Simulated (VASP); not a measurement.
# Ru (P6/mmm) in VASP: further runs, part 2 of 2

VASP 6.6.1. The steps go on from the part before.

**4. Single point, PBE**

This run uses another cell than the first one, of 14.29 Å³/atom.

INCAR

```
SYSTEM = Ru
PREC = Accurate
ENCUT = 560
EDIFF = 1E-6
ISMEAR = -1
SIGMA = 0.05
LREAL = .FALSE.
LASPH = .TRUE.
NELM = 120
ALGO = Normal
ISIF = 2
LWAVE = .FALSE.
LCHARG = .TRUE.
GGA = PE
LELF = .TRUE.
LVHAR = .TRUE.
NBANDS = 14
GGA_COMPAT = .FALSE.
```

KPOINTS

```
Automatic mesh
0
G
  17 17 15
  0 0 0
```

POSCAR

```
Ru
1.0
    2.6141519665      0.0000000000      0.0000000000
   -1.3070759832      2.2639220123      0.0000000000
    0.0000000000      0.0000000000      2.4143436026
Ru
1
Direct
    0.0000000000      0.0000000000      0.0000000000
```

Potentials or basis: VASP PAW PBE potentials, release 64 (Ru_sv).

Launch:

```console
$ cat potpaw_PBE.64/Ru_sv/POTCAR > POTCAR
$ mpirun -np 1 vasp_std > vasp.out
```

OUTCAR:

```text
SYSTEM = Ru
   PREC = Accurate
   ENCUT = 560
   EDIFF = 1E-6
   ISMEAR = -1
   LREAL = .FALSE.
   LASPH = .TRUE.
   NELM = 120
   ISIF = 2
   GGA = PE

 ion  position               nearest neighbor table
   1  0.000  0.000  0.000-

  LATTYP: Found a hexagonal cell.
 ALAT       =     2.6141519665
 C/A-ratio  =     0.9235666608

  Lattice vectors:

 A1 = (   2.6141519665,   0.0000000000,   0.0000000000)
 A2 = (  -1.3070759832,   2.2639220123,   0.0000000000)
 A3 = (   0.0000000000,   0.0000000000,   2.4143436026)

Analysis of symmetry for initial positions (statically):
=====================================================================
 Subroutine PRICEL returns:
 Original cell was already a primitive cell.

 Routine SETGRP: Setting up the symmetry group for a
 hexagonal supercell.

 Subroutine GETGRP returns: Found 24 space group operations
 (whereof 24 operations were pure point group operations)
 out of a pool of 24 trial point group operations.

The static configuration has the point symmetry D_6h.

Analysis of symmetry for dynamics (positions and initial velocities):
=====================================================================
 Subroutine PRICEL returns:
 Original cell was already a primitive cell.

 Routine SETGRP: Setting up the symmetry group for a
 hexagonal supercell.

 Subroutine GETGRP returns: Found 24 space group operations
 (whereof 24 operations were pure point group operations)
 out of a pool of 24 trial point group operations.

The dynamic configuration has the point symmetry D_6h.

 Subroutine INISYM returns: Found 24 space group operations
 (whereof 24 operations are pure point group operations),
 and found     1 'primitive' translations

----------------------------------------------------------------------------------------
[... 109 lines left out ...]
   IMIX   =      4    mixing-type and parameters
     AMIX     =   0.40;   BMIX     =  1.00
     AMIX_MAG =   1.60;   BMIX_MAG =  1.00
  volume/ion in A,a.u.               =      14.29        96.42
  Fermi-wavevector in a.u.,A,eV,Ry     =   1.700008  3.212550 39.321220  2.890028
  Thomas-Fermi vector in A             =   2.780222
   LORBIT       =      0    0 simple, 1 ext, 2 COOP (PROOUT), +10 PAW based schemes
   GGA     = PE    functional components
   LHFCALC =     F    Hartree Fock is set to
   AEXX    =    0.0000 exact exchange contribution
   IVDW    =     0    specifies the selected vdW correction
   LEPSILON=     F    determine dielectric tensor
   LRPA    =     F    only Hartree local field effects (RPA)
 non-spin polarized calculation
  energy-cutoff  :      560.00
  volume of cell :       14.29
 maximum number of plane-waves:       442
   NGX = 11   NGY = 11   NGZ =  9

 number of electron      16.0000006 magnetization

 Free energy of the ion-electron system (eV)
  ---------------------------------------------------
  ext. energy  EPLUGINS =         0.00000000
  ---------------------------------------------------
  free energy    TOTEN  =        -8.40803165 eV

  energy without entropy =       -8.39616929  energy(sigma->0) =       -8.40210047

 E-fermi :  14.2597     XC(G=0): -13.8166

 val. band max:       14.2549676997   @ k =   0.1765   0.1765   0.2000
 cond. band min:      14.2759330640   @ k =   0.2353   0.0000   0.2000
 fundamental gap:      0.0209653644
 Fermi energy:        14.2597295796

 k-point     1 :       0.0000    0.0000    0.0000
  band No.  band energies     occupation
      1     -58.7426      2.00000
      2     -28.1061      2.00000
      3     -28.1061      2.00000
      4     -28.0133      2.00000
      5       6.5994      2.00000
      6       8.4448      2.00000
      7      11.8043      2.00000
      8      11.8043      2.00000
      9      16.2819      0.00000
     10      16.2819      0.00000
     11      29.2486      0.00000
     12      31.9429      0.00000
     13      36.6633      0.00000
     14      36.6633      0.00000
[... 377 lines left out ...]
      1     -58.6321      2.00000
      2     -28.7675      2.00000
      3     -28.3408      2.00000
      4     -27.9366      2.00000
      5       8.9240      2.00000
      6      10.0074      2.00000
      7      10.2281      2.00000
      8      14.5595      0.00497
      9      15.1963      0.00000
     10      15.7169      0.00000
     11      28.3008      0.00000
     12      28.6952      0.00000
     13      36.4308      0.00000
     14      37.2809      0.00000

 [... further k-points ...]
[... 5 lines left out ...]
  --------------------------------------------------------------------------------------
  -------------------------------------------------------------------------------------
  Total        1.2342891      1.2342891      1.2329703      0.0000000     -0.0000000      0.0000000
  in kB      138.4000086    138.4000086    138.2521274      0.0000000     -0.0000000      0.0000000
  external PRESSURE =     138.3507149 kB  Pullay stress =       0.0000000 kB

 VOLUME and BASIS-vectors are now :
 -----------------------------------------------------------------------------
  energy-cutoff  :      560.00
  volume of cell :       14.29
      direct lattice vectors                 reciprocal lattice vectors
     2.614151967  0.000000000  0.000000000     0.382533232  0.220855664  0.000000000
    -1.307075983  2.263922012  0.000000000     0.000000000  0.441711329  0.000000000
     0.000000000  0.000000000  2.414343603     0.000000000  0.000000000  0.414191252

 POSITION                                       TOTAL-FORCE (eV/Angst)
 -----------------------------------------------------------------------------------
      0.00000      0.00000      0.00000        -0.000000      0.000000      0.000000
 -----------------------------------------------------------------------------------
    total drift:                               -0.000000      0.000000     -0.000000

  FREE ENERGIE OF THE ION-ELECTRON SYSTEM (eV)
  ---------------------------------------------------
  free  energy   TOTEN  =        -8.4080316471 eV

  energy  without entropy=       -8.3961692880  energy(sigma->0) =       -8.40210047
```

OSZICAR:

```text
N       E                     dE             d eps       ncg     rms          rms(c)
DAV:   1     0.140099060464E+03    0.14010E+03   -0.97118E+03  7438   0.133E+03
DAV:   2    -0.623938248277E+01   -0.14634E+03   -0.13835E+03  8304   0.392E+02
DAV:   3    -0.880564466051E+01   -0.25663E+01   -0.25458E+01  8886   0.557E+01
DAV:   4    -0.882081011615E+01   -0.15165E-01   -0.15164E-01  8436   0.462E+00
DAV:   5    -0.882098065511E+01   -0.17054E-03   -0.17054E-03  8892   0.471E-01    0.176E+01
DAV:   6    -0.842450836292E+01    0.39647E+00   -0.68849E-01  7848   0.111E+01    0.461E+00
DAV:   7    -0.840921984858E+01    0.15289E-01   -0.31163E-02  8976   0.209E+00    0.132E+00
DAV:   8    -0.840809149294E+01    0.11284E-02   -0.33348E-03  7578   0.818E-01    0.759E-02
DAV:   9    -0.840802865598E+01    0.62837E-04   -0.54701E-05  9264   0.102E-01    0.320E-02
DAV:  10    -0.840803180554E+01   -0.31496E-05   -0.46498E-06  8100   0.256E-02    0.630E-03
DAV:  11    -0.840803164707E+01    0.15847E-06   -0.17763E-07  4614   0.524E-03
   1 F= -.84080316E+01 E0= -.84021005E+01  d E =-.118624E-01
```

stdout:

```text
POSCAR found type information on POSCAR Ru
 POSCAR found :  1 types and       1 ions
 scaLAPACK will be used
 LDA part: xc-table for (Slater+PW92), standard interpolation
 POSCAR, INCAR and KPOINTS ok, starting setup
 FFT: planning ... GRIDC
 FFT: planning ... GRID_SOFT
 FFT: planning ... GRID
 WAVECAR not read
 entering main loop
```

Wall time 72 s (1 thread of AMD EPYC, shared host); peak memory 0.13 GiB.

What came out:

```yaml
Free_energy: -8.4080 eV
Pressure: 13.8 GPa
Band_gap_on_the_k_mesh: zero (bands 8 and 9 overlap by 3.64 eV)
```

Caveat: the cell stands under pressure.

The gap in the log of VASP goes by the Fermi energy; the results here count the filled bands.